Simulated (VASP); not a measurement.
# Mn2RuSe4 (P6/mmm) in VASP: single point with PBE

Aim: the single point of Mn2RuSe4 with PBE.

Program: VASP 6.6.1. These are calculated values, not measurements. Logs are shortened: lines on timing, memory, paths and dates and some standing lists are left out, and cuts for length are marked.

### Step 1. The cell of the first run

The structure is hexagonal, space group P6/mmm (No. 191). The conventional cell has a = 5.531 Å, b = 5.531 Å, c = 9.407 Å, α = 90.00°, β = 90.00°, γ = 120.00°. Within 3.1 Å of Mn (site symmetry 6mm) lie 1 Se at 2.32 Å and 1 Ru at 2.38 Å. Within 3.2 Å of Ru (site symmetry 6/mmm) lie 2 Mn at 2.38 Å and 6 Se at 2.77 Å. Se (site symmetry mmm) has 2 Ru at 2.77 Å and 4 Se at 2.77 Å and 4 Mn at 3.65 Å within 3.7 Å. Within 3.1 Å of Se (site symmetry 6/mmm) lie 2 Mn at 2.32 Å.

The cell was generated, and may not be a known phase.

### Step 2. Single point, PBE, collinear spin, ferromagnetic start

Contents of INCAR:

```
SYSTEM = Mn2RuSe4
ALGO = Normal
EDIFF = 1E-7
ENCUT = 520
GGA = PE
ISIF = 2
ISMEAR = 0
ISPIN = 2
LASPH = .TRUE.
LCHARG = .FALSE.
LMAXMIX = 4
LORBIT = 11
LREAL = .FALSE.
LWAVE = .FALSE.
MAGMOM = 4 4 1 0 0 0 0
NBANDS = 45
NELM = 150
PREC = Accurate
SIGMA = 0.15
```

Contents of KPOINTS:

```
k-points
0
G
  3 3 2
  0 0 0
```

Contents of POSCAR:

```
Mn2RuSe4
1.0
    5.5305443463     -0.0000000030      0.0000000000
   -2.7652721705      4.7895919022      0.0000000000
    0.0000000000      0.0000000000      9.4066707669
Mn Ru Se
2 1 4
Direct
    0.0000000000      0.0000000000      0.7464778960
    0.0000000000      0.0000000000      0.2535221040
    0.0000000000      0.0000000000      0.0000000000
    0.5000000000      0.0000000000      0.0000000000
    0.0000000000      0.5000000000      0.0000000000
    0.5000000000      0.5000000000      0.0000000000
    0.0000000000      0.0000000000      0.5000000000
```

Potentials or basis: VASP PAW PBE potentials, release 64 (Mn_pv, Ru_pv, Se).

On the command line:

```sh
$ cat potpaw_PBE.64/Mn_pv/POTCAR potpaw_PBE.64/Ru_pv/POTCAR potpaw_PBE.64/Se/POTCAR > POTCAR
$ mpirun -np 1 vasp_std > vasp.out
```

OUTCAR:

```text
SYSTEM = Mn2RuSe4
   EDIFF = 1E-7
   ENCUT = 520
   GGA = PE
   ISIF = 2
   ISMEAR = 0
   ISPIN = 2
   LASPH = .TRUE.
   LORBIT = 11
   LREAL = .FALSE.
   NELM = 150
   PREC = Accurate

 ion  position               nearest neighbor table
   1  0.000  0.000  0.746-   7 2.32   3 2.38
   2  0.000  0.000  0.254-   7 2.32   3 2.38
   3  0.000  0.000  0.000-   1 2.38   2 2.38   4 2.77   4 2.77   5 2.77   5 2.77   6 2.77   6 2.77

   4  0.500  0.000  0.000-   3 2.77   3 2.77   6 2.77   6 2.77   5 2.77   5 2.77
   5  0.000  0.500  0.000-   6 2.77   6 2.77   3 2.77   3 2.77   4 2.77   4 2.77
   6  0.500  0.500  0.000-   5 2.77   5 2.77   4 2.77   4 2.77   3 2.77   3 2.77
   7  0.000  0.000  0.500-   1 2.32   2 2.32

  LATTYP: Found a hexagonal cell.
 ALAT       =     5.5305443463
 C/A-ratio  =     1.7008580309

  Lattice vectors:

 A1 = (   5.5305443463,  -0.0000000030,   0.0000000000)
 A2 = (  -2.7652721705,   4.7895919022,   0.0000000000)
 A3 = (   0.0000000000,   0.0000000000,   9.4066707669)

Analysis of symmetry for initial positions (statically):
=====================================================================
 Subroutine PRICEL returns:
 Original cell was already a primitive cell.

 Routine SETGRP: Setting up the symmetry group for a
 hexagonal supercell.

 Subroutine GETGRP returns: Found 24 space group operations
 (whereof 24 operations were pure point group operations)
 out of a pool of 24 trial point group operations.

The static configuration has the point symmetry D_6h.

Analysis of symmetry for dynamics (positions and initial velocities):
=====================================================================
 Subroutine PRICEL returns:
 Original cell was already a primitive cell.

 Routine SETGRP: Setting up the symmetry group for a
 hexagonal supercell.

 Subroutine GETGRP returns: Found 24 space group operations
 (whereof 24 operations were pure point group operations)
 out of a pool of 24 trial point group operations.

The dynamic configuration has the point symmetry D_6h.

Analysis of structural, dynamic, and magnetic symmetry:
=====================================================================
 Subroutine PRICEL returns:
 Original cell was already a primitive cell.

 Routine SETGRP: Setting up the symmetry group for a
 hexagonal supercell.

 Subroutine GETGRP returns: Found 24 space group operations
 (whereof 24 operations were pure point group operations)
 out of a pool of 24 trial point group operations.

The overall configuration has the point symmetry D_6h.

 Subroutine INISYM returns: Found 24 space group operations
 (whereof 24 operations are pure point group operations),
 and found     1 'primitive' translations

----------------------------------------------------------------------------------------

                                     Primitive cell

  volume of cell :     249.1738

  direct lattice vectors                    reciprocal lattice vectors
     5.530544346 -0.000000003  0.000000000     0.180814028  0.104393028  0.000000000
    -2.765272170  4.789591902  0.000000000     0.000000000  0.208786055  0.000000000
     0.000000000  0.000000000  9.406670767     0.000000000  0.000000000  0.106307537

  length of vectors
     5.530544346  5.530544346  9.406670767     0.208786055  0.208786055  0.106307537

  position of ions in fractional coordinates (direct lattice)
     0.000000000  0.000000000  0.746477896
     0.000000000  0.000000000  0.253522104
     0.000000000  0.000000000  0.000000000
     0.500000000  0.000000000  0.000000000
     0.000000000  0.500000000  0.000000000
     0.500000000  0.500000000  0.000000000
     0.000000000  0.000000000  0.500000000

  ion indices of the primitive-cell ions
   primitive index   ion index
                 1           1
                 2           2
                 3           3
                 4           4
                 5           5
                 6           6
                 7           7

----------------------------------------------------------------------------------------

 KPOINTS: k-points

Automatic generation of k-mesh.
 Grid dimensions read from file:
 generate k-points for:    3    3    2

 Generating k-lattice:

  Cartesian coordinates                     Fractional coordinates (reciprocal lattice)
     0.060271343  0.034797676  0.000000000     0.333333333  0.000000000  0.000000000
     0.000000000  0.069595352  0.000000000     0.000000000  0.333333333  0.000000000
     0.000000000  0.000000000  0.053153768     0.000000000  0.000000000  0.500000000

  Length of vectors
     0.069595352  0.069595352  0.053153768

  Shift w.r.t. Gamma in fractional coordinates (k-lattice)
     0.000000000  0.000000000  0.000000000

 Subroutine IBZKPT returns following result:
 ===========================================

 Found      6 irreducible k-points:

 Following reciprocal coordinates:
            Coordinates               Weight
  0.000000  0.000000  0.000000      1.000000
  0.333333  0.000000  0.000000      6.000000
  0.333333  0.333333  0.000000      2.000000
  0.000000  0.000000  0.500000      1.000000
  0.333333  0.000000  0.500000      6.000000
  0.333333  0.333333  0.500000      2.000000
   k-points           NKPTS =      6   k-points in BZ     NKDIM =      6   number of bands    NBANDS=     45
   number of dos      NEDOS =    301   number of ions     NIONS =      7
   total plane-waves  NPLWV = 123480
   dimension x,y,z NGX =    42 NGY =   42 NGZ =   70
   dimension x,y,z NGXF=    84 NGYF=   84 NGZF=  140
   ions per type =               2   1   4
   NGX,Y,Z   is equivalent  to a cutoff of  12.63, 12.63, 12.37 a.u.
   NGXF,Y,Z  is equivalent  to a cutoff of  25.25, 25.25, 24.74 a.u.
 SYSTEM =  Mn2RuSe4
   PREC   = accura    normal or accurate (medium, high low for compatibility)
   ISTART =      0    job   : 0-new  1-cont  2-samecut
   ICHARG =      2    charge: 1-file 2-atom 10-const
   ISPIN  =      2    spin polarized calculation?
   LNONCOLLINEAR =      F non collinear calculations
   LSORBIT =      F    spin-orbit coupling
   LASPH  =      T    aspherical Exc in radial PAW
   ENCUT  =  520.0 eV  38.22 Ry    6.18 a.u.  10.28 10.28 17.49*2*pi/ulx,y,z
   NELM   =    150;   NELMIN=  2; NELMDL= -5     # of ELM steps
   EDIFF  = 0.1E-06   stopping-criterion for ELM
   LREAL  =      F    real-space projection
   EDIFFG = 0.1E-05   stopping-criterion for IOM
   NSW    =      0    number of steps for IOM
   IBRION =     -1    ionic relax: 0-MD 1-quasi-New 2-CG
   NFREE  =      0    steps in history (QN), initial steepest desc. (CG)
   ISIF   =      2    stress and relaxation
   ISYM   =      2    0-nonsym 1-usesym 2-fastsym
   POTIM  = 0.5000    time-step for ionic-motion
   TEBEG  =    0.0;   TEEND  =   0.0 temperature during run
   PSTRESS=    0.0 pullay stress
   NELECT =      64.0000    total number of electrons
   NUPDOWN=      -1.0000    fix difference up-down
   EMIN   =  10.00;   EMAX   =-10.00  energy-range for DOS
   EFERMI =   0.00;   METHOD = LEGACY
   ISMEAR =     0;   SIGMA  =   0.15  broadening in eV -4-tet -1-fermi 0-gaus
   EFERMI_NEDOS =   21; number of points for ismear=-14 and -15
   IALGO  =     38    algorithm
   IMIX   =      4    mixing-type and parameters
     AMIX     =   0.40;   BMIX     =  1.00
     AMIX_MAG =   1.60;   BMIX_MAG =  1.00
  volume/ion in A,a.u.               =      35.60       240.22
  Fermi-wavevector in a.u.,A,eV,Ry     =   1.040640  1.966525 14.734192  1.082933
  Thomas-Fermi vector in A             =   2.175225
   LORBIT       =     11    0 simple, 1 ext, 2 COOP (PROOUT), +10 PAW based schemes
   GGA     = PE    functional components
   LHFCALC =     F    Hartree Fock is set to
   AEXX    =    0.0000 exact exchange contribution
   IVDW    =     0    specifies the selected vdW correction
   LEPSILON=     F    determine dielectric tensor
   LRPA    =     F    only Hartree local field effects (RPA)
 spin polarized calculation
 Gauss-broadening in eV      SIGMA  =   0.15
  energy-cutoff  :      520.00
  volume of cell :      249.17
 maximum number of plane-waves:      6718
 NGX is ok and might be reduce to    42
   NGX = 21   NGY = 21   NGZ = 35

 number of electron      63.9999964 magnetization       8.6064416

 Free energy of the ion-electron system (eV)
  ---------------------------------------------------
  ext. energy  EPLUGINS =         0.00000000
  ---------------------------------------------------
  free energy    TOTEN  =       -36.39795495 eV

  energy without entropy =      -36.31797921  energy(sigma->0) =      -36.35796708

 E-fermi :   1.1317     XC(G=0):  -7.2608

 val. band max:        1.0953929792   @ k =   0.3333   0.0000   0.5000
 cond. band min:       1.1597409198   @ k =   0.0000   0.0000   0.5000
 fundamental gap:      0.0643479406
 Fermi energy:         1.1317076725

 spin component 1

 k-point     1 :       0.0000    0.0000    0.0000
  band No.  band energies     occupation
      1     -49.7060      1.00000
      2     -49.7059      1.00000
      3     -49.7058      1.00000
      4     -49.7058      1.00000
      5     -49.4540      1.00000
      6     -49.4446      1.00000
[... 36 lines left out ...]
     43       4.6269      0.00000
     44       5.6324      0.00000

 k-point     2 :       0.3333    0.0000    0.0000
  band No.  band energies     occupation
      1     -49.7060      1.00000
      2     -49.7060      1.00000
      3     -49.7059      1.00000
      4     -49.7058      1.00000
      5     -49.4540      1.00000
      6     -49.4446      1.00000
[... 180 lines left out ...]
 k-point     6 :       0.3333    0.3333    0.5000
  band No.  band energies     occupation
      1     -49.7059      1.00000
      2     -49.7059      1.00000
      3     -49.7059      1.00000
      4     -49.7059      1.00000
      5     -49.4537      1.00000
      6     -49.4449      1.00000
[... 36 lines left out ...]
     43       4.0303      0.00000
     44       5.5163      0.00000
 Fermi energy:         1.1317076725

 spin component 2

 k-point     1 :       0.0000    0.0000    0.0000
  band No.  band energies     occupation
      1     -45.2493      1.00000
      2     -45.2242      1.00000
      3     -45.1860      1.00000
      4     -45.1860      1.00000
      5     -45.1857      1.00000
      6     -45.1856      1.00000
[... 36 lines left out ...]
     43       5.0252      0.00000
     44       6.5178      0.00000

 k-point     2 :       0.3333    0.0000    0.0000
  band No.  band energies     occupation
      1     -45.2493      1.00000
      2     -45.2242      1.00000
      3     -45.1860      1.00000
      4     -45.1860      1.00000
      5     -45.1857      1.00000
      6     -45.1857      1.00000
[... 180 lines left out ...]
 k-point     6 :       0.3333    0.3333    0.5000
  band No.  band energies     occupation
      1     -45.2490      1.00000
      2     -45.2245      1.00000
      3     -45.1859      1.00000
      4     -45.1859      1.00000
      5     -45.1857      1.00000
      6     -45.1857      1.00000
[... 36 lines left out ...]
     43       4.7639      0.00000
     44       5.9992      0.00000
 [bands above 44 left out]

------------------------ aborting loop because EDIFF is reached ----------------------------------------

  FORCE on cell =-STRESS in cart. coord.  units (eV):
  Direction    XX          YY          ZZ          XY          YZ          ZX
  --------------------------------------------------------------------------------------
  -------------------------------------------------------------------------------------
  Total        0.0278198      0.0278198      0.1243827      0.0000000      0.0000000      0.0000000
  in kB        0.1788802      0.1788802      0.7997758      0.0000000      0.0000000      0.0000000
  external PRESSURE =       0.3858454 kB  Pullay stress =       0.0000000 kB

 VOLUME and BASIS-vectors are now :
 -----------------------------------------------------------------------------
  energy-cutoff  :      520.00
  volume of cell :      249.17
      direct lattice vectors                 reciprocal lattice vectors
     5.530544346 -0.000000003  0.000000000     0.180814028  0.104393028  0.000000000
    -2.765272170  4.789591902  0.000000000     0.000000000  0.208786055  0.000000000
     0.000000000  0.000000000  9.406670767     0.000000000  0.000000000  0.106307537

 POSITION                                       TOTAL-FORCE (eV/Angst)
 -----------------------------------------------------------------------------------
      0.00000      0.00000      7.02187         0.000000     -0.000000      0.044999
      0.00000      0.00000      2.38480        -0.000000      0.000000     -0.044999
      0.00000      0.00000      0.00000        -0.000000     -0.000000      0.000000
      2.76527     -0.00000      0.00000        -0.000000     -0.000000      0.000000
     -1.38264      2.39480      0.00000        -0.000000     -0.000000      0.000000
      1.38264      2.39480      0.00000        -0.000000     -0.000000      0.000000
      0.00000      0.00000      4.70334        -0.000000     -0.000000      0.000000
 -----------------------------------------------------------------------------------
    total drift:                                0.000000     -0.000000     -0.000000

  FREE ENERGIE OF THE ION-ELECTRON SYSTEM (eV)
  ---------------------------------------------------
  free  energy   TOTEN  =       -36.3979549451 eV

  energy  without entropy=      -36.3179792057  energy(sigma->0) =      -36.35796708

 total charge

# of ion       s       p       d       tot
------------------------------------------
    1        0.285   6.149   4.945  11.380
    2        0.285   6.149   4.945  11.380
    3        0.303   6.113   6.248  12.664
    4        1.524   2.124   0.059   3.708
    5        1.524   2.124   0.059   3.708
    6        1.524   2.124   0.059   3.708
    7        1.436   2.432   0.019   3.887
--------------------------------------------------
tot          6.882  27.217  16.335  50.434

 magnetization (x)

# of ion       s       p       d       tot
------------------------------------------
    1        0.094   0.031   4.075   4.199
    2        0.094   0.031   4.075   4.199
    3       -0.012   0.017  -0.150  -0.145
    4       -0.012  -0.138  -0.005  -0.155
    5       -0.012  -0.138  -0.005  -0.155
    6       -0.012  -0.138  -0.005  -0.155
    7        0.000   0.040   0.013   0.053
--------------------------------------------------
tot          0.138  -0.296   7.998   7.841
```

It took 4.2 min on 1 thread of Intel Xeon Platinum 8488C (Sapphire Rapids), shared host; peak memory 0.48 GiB.

What came out:

| Quantity | Value |
| --- | --- |
| Free energy | -36.3980 eV |
| Pressure | 0.0 GPa |
| Largest force | 0.045 eV/Å |
| Net moment | 8.61 μB per cell |
| Site moments | Mn +4.20; Ru -0.14; Se -0.15, +0.05 (each value once) μB |
| Valence electrons inside the program's atomic spheres | Mn 11.38; Ru 12.66; Se 3.71, 3.89 (each value once) |

Forces in eV/Å, atoms in the order of the input:
```
Mn   0.000  0.000  0.045
Mn   0.000  0.000 -0.045
Ru   0.000  0.000  0.000
Se   0.000  0.000  0.000
Se   0.000  0.000  0.000
Se   0.000  0.000  0.000
Se   0.000  0.000  0.000
```

Levels at points of the mesh, in eV from the Fermi level:
Spin up:
```tsv
k point	band 32	band 33	band 34	band 35	band 36	band 37	band 38	band 39	band 40	band 41
(0.00, 0.00, 0.00)	-0.78	-0.78	-0.65	-0.65	-0.63	-0.63	0.05	1.68	2.36	2.88
(0.00, 0.00, 0.50)	-0.78	-0.78	-0.65	-0.65	-0.07	-0.07	0.26	0.87	1.68	3.44
```
Spin down:
```csv
k point,band 24,band 25,band 26,band 27,band 28,band 29,band 30,band 31
"(0.00, 0.00, 0.00)",-1.04,-1.04,-0.88,-0.88,-0.09,0.73,1.02,1.02
"(0.00, 0.00, 0.50)",-1.04,-1.04,-0.88,-0.88,0.03,0.63,0.63,0.68
```

Caveat: the k points lie up to 0.44 Å⁻¹ apart; semilocal functionals often make such compounds metallic where correlation or magnetic order opens a gap, which also shifts bond lengths; the run started ferromagnetic, and an antiferromagnetic order may lie lower in energy. With open d or f shells a metallic result of PBE can be an artefact of self-interaction; +U or a hybrid may open a gap.
